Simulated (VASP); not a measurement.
Write the native input for VASP 6.6.1 that does the following.

* Task: single point
* Functional: LDA
* Potentials or basis: VASP PAW LDA potentials, release 64 (Al, N)
* Cutoff: 520 eV
* k mesh: 9 × 9 × 6
* Occupations: gaussian, width 0.05 eV
* Spin: no spin polarisation
* Dipole correction: no
* Further INCAR settings: ALGO = Normal; EDIFF = 1e-06; NBANDS = 16

The structure of AlN lies in POSCAR:

```
AlN
1.0
    3.1143789636      0.0000000000      0.0000000000
   -1.5571894818      2.6971312995      0.0000000000
    0.0000000000      0.0000000000      4.9848021043
Al N
2 2
Direct
    0.3269032571      0.6538065141      0.0015212672
    0.6730967429      0.3461934859      0.5015212672
    0.3390710977      0.6781421955      0.3834787328
    0.6609289023      0.3218578045      0.8834787328
```

The input as run:

INCAR

```
SYSTEM = AlN
PREC = Accurate
ENCUT = 520
EDIFF = 1E-6
ISMEAR = 0
SIGMA = 0.05
LREAL = .FALSE.
LASPH = .TRUE.
NELM = 60
ALGO = Normal
ISIF = 2
LWAVE = .FALSE.
LCHARG = .FALSE.
GGA = CA
NBANDS = 16
```

KPOINTS

```
regular mesh
0
G
  9 9 6
  0 0 0
```

Potentials or basis: VASP PAW LDA potentials, release 64 (Al, N).

Launch:

```sh
$ cat potpaw_LDA.64/Al/POTCAR potpaw_LDA.64/N/POTCAR > POTCAR
$ mpirun -np 1 vasp_std > vasp.out
```

Results of the run:

```json
{
 "Pressure": "-4.5 GPa",
 "Largest force": "0.190 eV/Å",
 "Band gap on the k mesh": "4.19 eV, direct"
}
```

Run time: 44 s on 1 thread of Intel Xeon 6975P-C (shared host), peak memory 0.17 GiB.
